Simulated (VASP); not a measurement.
# CaO in VASP: notebook, part 2 of 2

VASP 6.6.1. Earlier steps stand in the parts before.

## Step 4: Single point, r2SCAN (biaxial xy strain -4.8%)

Contents of POSCAR:

```
CaO
1.0
    2.7635646136      0.0000000000      0.0000000000
    0.0000000000      2.7635646136      0.0000000000
    0.0000000000      0.0000000000      2.9032089648
Ca O
1 1
Direct
    0.0000000000      0.0000000000      0.0000000000
    0.5000000000      0.5000000000      0.5000000000
```

Contents of INCAR.step1:

```
SYSTEM = CaO
PREC     = Accurate       ! precision mode
ENCUT    = 520            ! plane-wave cutoff, eV
ISMEAR   = 0              ! smearing method
SIGMA    = 0.01           ! smearing width, eV
LREAL    = .False.        ! projectors in reciprocal space
LASPH    = .True.         ! aspherical terms in the spheres
NELM     = 100            ! most SCF steps
NBANDS   = 15             ! bands
GGA      = PE             ! functional
ALGO     = Normal         ! electronic algorithm
EDIFF    = 1E-4           ! SCF threshold, eV
LWAVE    = .True.         ! write WAVECAR
LCHARG   = .False.        ! write CHGCAR
```

Contents of INCAR.step2:

```
SYSTEM = CaO
PREC     = Accurate       ! precision mode
ENCUT    = 520            ! plane-wave cutoff, eV
EDIFF    = 1E-7           ! SCF threshold, eV
ISMEAR   = 0              ! smearing method
SIGMA    = 0.01           ! smearing width, eV
LREAL    = .False.        ! projectors in reciprocal space
LASPH    = .True.         ! aspherical terms in the spheres
NELM     = 100            ! most SCF steps
ALGO     = Normal         ! electronic algorithm
ISIF     = 2              ! what is computed and relaxed
LWAVE    = .False.        ! write WAVECAR
LCHARG   = .False.        ! write CHGCAR
METAGGA  = R2SCAN         ! meta-GGA
LMIXTAU  = .True.       
NBANDS   = 15             ! bands
ISTART   = 1
```

Contents of KPOINTS:

```
regular mesh
0
Gamma
  8 8 8
  0 0 0
```

Potentials or basis: VASP PAW PBE potentials, release 64 (Ca_sv, O).

On the command line:

```console
> cat potpaw_PBE.64/Ca_sv/POTCAR potpaw_PBE.64/O/POTCAR > POTCAR
> cp INCAR.step1 INCAR
> mpirun -np 1 vasp_std > vasp.out
> cp INCAR.step2 INCAR
> mpirun -np 1 vasp_std > vasp.out
```

OUTCAR:

```text
SYSTEM = CaO
   PREC = Accurate
   ENCUT = 520
   EDIFF = 1E-7
   ISMEAR = 0
   LREAL = .False.
   LASPH = .True.
   NELM = 100
   ISIF = 2
   METAGGA = R2SCAN
   ISTART = 1

 ion  position               nearest neighbor table
   1  0.000  0.000  0.000-   2 2.43   2 2.43   2 2.43   2 2.43   2 2.43   2 2.43   2 2.43   2 2.43

   2  0.500  0.500  0.500-   1 2.43   1 2.43   1 2.43   1 2.43   1 2.43   1 2.43   1 2.43   1 2.43

  LATTYP: Found a simple tetragonal cell.
 ALAT       =     2.7635646136
 C/A-ratio  =     1.0505305179

  Lattice vectors:

 A1 = (   2.7635646136,   0.0000000000,   0.0000000000)
 A2 = (   0.0000000000,   2.7635646136,   0.0000000000)
 A3 = (   0.0000000000,   0.0000000000,   2.9032089648)

Analysis of symmetry for initial positions (statically):
=====================================================================
 Subroutine PRICEL returns:
 Original cell was already a primitive cell.

 Routine SETGRP: Setting up the symmetry group for a
 simple tetragonal supercell.

 Subroutine GETGRP returns: Found 16 space group operations
 (whereof 16 operations were pure point group operations)
 out of a pool of 16 trial point group operations.

The static configuration has the point symmetry D_4h.

Analysis of symmetry for dynamics (positions and initial velocities):
=====================================================================
 Subroutine PRICEL returns:
 Original cell was already a primitive cell.

 Routine SETGRP: Setting up the symmetry group for a
 simple tetragonal supercell.

 Subroutine GETGRP returns: Found 16 space group operations
 (whereof 16 operations were pure point group operations)
 out of a pool of 16 trial point group operations.

The dynamic configuration has the point symmetry D_4h.

 Subroutine INISYM returns: Found 16 space group operations
 (whereof 16 operations are pure point group operations),
 and found     1 'primitive' translations

----------------------------------------------------------------------------------------

[... 123 lines left out ...]
 non-spin polarized calculation
 Gauss-broadening in eV      SIGMA  =   0.01
  energy-cutoff  :      520.00
  volume of cell :       22.17
 maximum number of plane-waves:       608
 NGX is ok and might be reduce to    24
   NGX = 11   NGY = 11   NGZ = 11

 number of electron      16.0000001 magnetization

 Free energy of the ion-electron system (eV)
  ---------------------------------------------------
  ext. energy  EPLUGINS =         0.00000000
  ---------------------------------------------------
  free energy    TOTEN  =       -18.33575565 eV

  energy without entropy =      -18.33575565  energy(sigma->0) =      -18.33575565

 E-fermi :   5.0063     XC(G=0): -12.4710

 val. band max:        4.7880698129   @ k =   0.5000   0.0000   0.5000
 cond. band min:       7.8173267573   @ k =   0.0000   0.0000   0.0000
 fundamental gap:      3.0292569445
 Fermi energy:         5.0063486198

 k-point     1 :       0.0000    0.0000    0.0000
  band No.  band energies     occupation
      1     -36.0014      2.00000
      2     -15.4874      2.00000
      3     -15.3356      2.00000
      4     -15.3356      2.00000
      5     -13.0856      2.00000
      6       4.0433      2.00000
      7       4.5198      2.00000
      8       4.5198      2.00000
      9       7.8173      0.00000
     10       7.8238      0.00000
     11      12.0381      0.00000
     12      14.1849      0.00000
     13      14.1849      0.00000
     14      14.4746      0.00000
[... 401 lines left out ...]
      2     -17.3834      2.00000
      3     -15.4317      2.00000
      4     -15.3653      2.00000
      5     -11.6011      2.00000
      6       1.0129      2.00000
      7       3.0267      2.00000
      8       3.9352      2.00000
      9       9.6987      0.00000
     10      12.2683      0.00000
     11      13.0700      0.00000
     12      13.7271      0.00000
     13      14.0695      0.00000
     14      18.5348      0.00000
     15      21.2155      0.00000

 [... further k-points ...]

------------------------ aborting loop because EDIFF is reached ----------------------------------------

  FORCE on cell =-STRESS in cart. coord.  units (eV):
  Direction    XX          YY          ZZ          XY          YZ          ZX
  --------------------------------------------------------------------------------------
  -------------------------------------------------------------------------------------
  Total        3.3154173      3.3154173      0.2264245      0.0000000      0.0000000     -0.0000000
  in kB      239.5693381    239.5693381     16.3612461      0.0000000      0.0000000     -0.0000000
  external PRESSURE =     165.1666408 kB  Pullay stress =       0.0000000 kB

 VOLUME and BASIS-vectors are now :
 -----------------------------------------------------------------------------
  energy-cutoff  :      520.00
  volume of cell :       22.17
      direct lattice vectors                 reciprocal lattice vectors
     2.763564614  0.000000000  0.000000000     0.361851500  0.000000000  0.000000000
     0.000000000  2.763564614  0.000000000     0.000000000  0.361851500  0.000000000
     0.000000000  0.000000000  2.903208965     0.000000000  0.000000000  0.344446443

 POSITION                                       TOTAL-FORCE (eV/Angst)
 -----------------------------------------------------------------------------------
      0.00000      0.00000      0.00000         0.000000      0.000000      0.000000
      1.38178      1.38178      1.45160         0.000000      0.000000      0.000000
 -----------------------------------------------------------------------------------
    total drift:                                0.000000      0.000000     -0.000000

  FREE ENERGIE OF THE ION-ELECTRON SYSTEM (eV)
  ---------------------------------------------------
  free  energy   TOTEN  =       -18.3357556454 eV

  energy  without entropy=      -18.3357556454  energy(sigma->0) =      -18.33575565
```

OUTCAR.step1:

```text
SYSTEM = CaO
   PREC = Accurate
   ENCUT = 520
   ISMEAR = 0
   LREAL = .False.
   LASPH = .True.
[... 656 lines left out ...]
      0.00000      0.00000      0.00000         0.000000      0.000000      0.000000
      1.38178      1.38178      1.45160         0.000000      0.000000      0.000000
 -----------------------------------------------------------------------------------
    total drift:                                0.000000      0.000000     -0.000000

  FREE ENERGIE OF THE ION-ELECTRON SYSTEM (eV)
  ---------------------------------------------------
  free  energy   TOTEN  =       -11.5993383724 eV

  energy  without entropy=      -11.5993383724  energy(sigma->0) =      -11.59933837
```

OSZICAR.step1:

```text
N       E                     dE             d eps       ncg     rms          rms(c)
DAV:   1     0.122569210443E+03    0.12257E+03   -0.85503E+03  2250   0.113E+03
DAV:   2    -0.882884340628E+01   -0.13140E+03   -0.12316E+03  2748   0.300E+02
DAV:   3    -0.131078692011E+02   -0.42790E+01   -0.42534E+01  2579   0.564E+01
DAV:   4    -0.132068894668E+02   -0.99020E-01   -0.98898E-01  3134   0.782E+00
DAV:   5    -0.132085411143E+02   -0.16516E-02   -0.16516E-02  2652   0.875E-01    0.822E+00
DAV:   6    -0.116623106273E+02    0.15462E+01   -0.33778E+00  2574   0.214E+01    0.300E+00
DAV:   7    -0.116194758851E+02    0.42835E-01   -0.32817E-01  2520   0.585E+00    0.164E+00
DAV:   8    -0.116007738554E+02    0.18702E-01   -0.78996E-02  2915   0.270E+00    0.420E-01
DAV:   9    -0.115990076977E+02    0.17662E-02   -0.73553E-03  2674   0.750E-01    0.107E-01
DAV:  10    -0.115993758743E+02   -0.36818E-03   -0.80735E-04  2726   0.372E-01    0.482E-02
DAV:  11    -0.115993383724E+02    0.37502E-04   -0.69195E-05  2147   0.147E-01
   1 F= -.11599338E+02 E0= -.11599338E+02  d E =-.252289E-63
```

Wall time 52 s (1 thread of Intel Xeon Platinum 8488C (Sapphire Rapids), shared host); peak memory 0.16 GiB.

What came out:

- Free energy: -18.3358 eV
- Pressure: 16.5 GPa
- Band gap on the k mesh: 3.03 eV (least direct gap 3.30 eV)

Stress tensor (GPa, compression positive):
```
23.96  0.00  0.00
 0.00 23.96  0.00
 0.00  0.00  1.64
```

Levels at points of the mesh, in eV from the valence-band top:
```csv
k point,band 5,band 6,band 7,band 8,band 9,band 10,band 11,band 12
"(0.00, 0.00, 0.00)",-17.87,-0.74,-0.27,-0.27,3.03,3.04,7.25,9.40
"(0.50, 0.00, 0.00)",-16.19,-4.23,-1.49,-0.81,4.28,8.52,9.07,9.14
"(0.50, 0.50, 0.00)",-17.02,-2.38,-2.38,-0.43,4.84,4.95,6.97,6.97
"(0.00, 0.00, 0.50)",-16.17,-4.24,-0.92,-0.92,3.93,7.81,9.56,9.56
"(0.50, 0.00, 0.50)",-17.18,-2.48,-2.30,0.00,4.40,5.79,7.32,7.78
"(0.50, 0.50, 0.50)",-16.46,-4.11,-4.06,-4.06,8.78,9.26,9.26,11.07
```

Caveat: the cell differs from its parent crystal (biaxial xy strain -4.8%); the cell stands under pressure; the PAW data sets were made with another functional, which shifts forces and pressure a little.

## Step 5: Single point, r2SCAN (strain along [111] +4.4%)

Contents of POSCAR:

```
CaO
1.0
    2.9454022684      0.0421933036      0.0421933036
    0.0421933036      2.9454022684      0.0421933036
    0.0421933036      0.0421933036      2.9454022684
Ca O
1 1
Direct
    0.0000000000      0.0000000000      0.0000000000
    0.5000000000      0.5000000000      0.5000000000
```

Contents of INCAR.step1:

```
  PREC = Accurate
  ENCUT = 520
  ISMEAR = 0
  SIGMA = 0.01
  LREAL = F
  LASPH = T
  NELM = 80
  NBANDS = 15
  GGA = PE
  ALGO = Normal
  EDIFF = 1E-4
  LWAVE = T
  LCHARG = F
```

Contents of INCAR.step2:

```
  PREC = Accurate
  ENCUT = 520
  EDIFF = 1E-6
  ISMEAR = 0
  SIGMA = 0.01
  LREAL = F
  LASPH = T
  NELM = 80
  ALGO = Normal
  ISIF = 2
  LWAVE = F
  LCHARG = F
  METAGGA = R2SCAN
  LMIXTAU = T
  NBANDS = 15
  ISTART = 1
```

Contents of KPOINTS:

```
regular mesh
0
Gamma
  8 8 8
```

On the command line:

```console
> cat potpaw_PBE.64/Ca_sv/POTCAR potpaw_PBE.64/O/POTCAR > POTCAR
> cp INCAR.step1 INCAR
> mpirun -np 1 vasp_std > vasp.out
> cp INCAR.step2 INCAR
> mpirun -np 1 vasp_std > vasp.out
```

Run time: 45 s. Hardware: 1 thread of Intel Xeon Platinum 8488C (Sapphire Rapids), shared host; peak memory 0.16 GiB.

Results (log left out):

```yaml
Free_energy: -18.5002 eV
Pressure: -3.7 GPa
Band_gap_on_the_k_mesh: 3.31 eV (least direct gap 3.58 eV)
```

Stress tensor (GPa, compression positive):
```
-3.66  0.47  0.47
 0.47 -3.66  0.47
 0.47  0.47 -3.66
```

Levels at points of the mesh, in eV from the valence-band top:
```
           k point  band 5  band 6  band 7  band 8  band 9  band 10  band 11  band 12
(0.00, 0.00, 0.00)  -17.28   -0.32   -0.32   -0.27    3.31     3.31     5.58     8.78
(0.50, 0.00, 0.00)  -16.18   -3.66   -0.87   -0.64    4.27     7.49     8.41     8.72
(0.50, 0.50, 0.00)  -16.64   -2.16   -2.04    0.00    4.36     5.22     7.04     7.10
(0.50, 0.50, 0.50)  -16.15   -3.30   -3.25   -3.25    8.06     8.50     8.50    10.27
```

Caveat: the cell differs from its parent crystal (strain along [111] +4.4%); the cell stands under tension; the PAW data sets were made with another functional, which shifts forces and pressure a little. A k mesh can miss the band edges.

## Step 6: Overview

| level | cell | smearing | gap on the mesh (eV) | pressure (GPa) |
| --- | --- | --- | --- | --- |
| PBE | a = 2.764, b = 2.764, c = 2.903 Å, 2 atoms | fermi-dirac 0.02 eV | 2.50 | 19.6 |
| PBE | a = 2.946 Å, angles 88.3°, 2 atoms | fermi-dirac 0.02 eV | 2.79 | -0.4 |
| r2SCAN | a = 2.764, b = 2.764, c = 2.903 Å, 2 atoms | gaussian 0.01 eV | 3.03 | 16.5 |
| r2SCAN | a = 2.946 Å, angles 88.3°, 2 atoms | gaussian 0.01 eV | 3.31 | -3.7 |

Alike in all rows: task single point; potentials or basis VASP PAW PBE potentials, release 64 (Ca_sv, O); no spin polarisation; k mesh 8 × 8 × 8; cutoff (eV) 520.

Caveats: the cell stands under pressure (at least some runs); the PAW data sets were made with another functional, which shifts forces and pressure a little (at least some runs); the cell stands under tension (at least some runs).

Absolute energies hang on the potentials; compare differences alone.
